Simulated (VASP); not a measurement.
Crystal: TaN.

```xyz
2
Lattice="2.9183 0.0000 0.0000 -1.4591 2.5273 0.0000 0.0000 0.0000 2.8637" Properties=species:S:1:pos:R:3 pbc="T T T"
Ta    0.0000    0.0000    1.4318
N     1.4591    0.8424    0.0000
```

Base run:

- Program: VASP 6.6.1
- Functional: r2SCAN
- Potentials or basis: VASP PAW PBE potentials, release 64 (Ta_pv, N)
- Cutoff: 520 eV
- k mesh: 10 × 10 × 9
- Occupations: fermi-dirac, width 0.05 eV
- Spin: no spin polarisation

Its results: band gap on the k mesh zero (band 8 reaches 8.72 eV, above the bottom of band 9 at 8.37 eV); pressure 9.1 GPa.

Question: After a change of settings the same cell gave: band gap on the k mesh zero (band 8 reaches 8.70 eV, above the bottom of band 9 at 8.40 eV); pressure 13.0 GPa. Which change was it?
A. functional from r2SCAN to PBEsol
B. functional from r2SCAN to PBE
C. potentials or basis from VASP PAW PBE potentials, release 64 (Ta_pv, N) to VASP PAW PBE potentials, release 64 (Ta_sv_GW, N); cutoff from 520 eV to 660 eV; further incar settings from ALGO = Normal; EDIFF = 1e-06; NBANDS = 15 to ALGO = Normal; EDIFF = 1e-06; NBANDS = 16; valence electrons from 16 to 18

Answer: B.

Caveats: spin-orbit coupling is left out, which moves the levels of the heavy elements; the PAW data sets were made with another functional, which shifts forces and pressure a little (some runs).
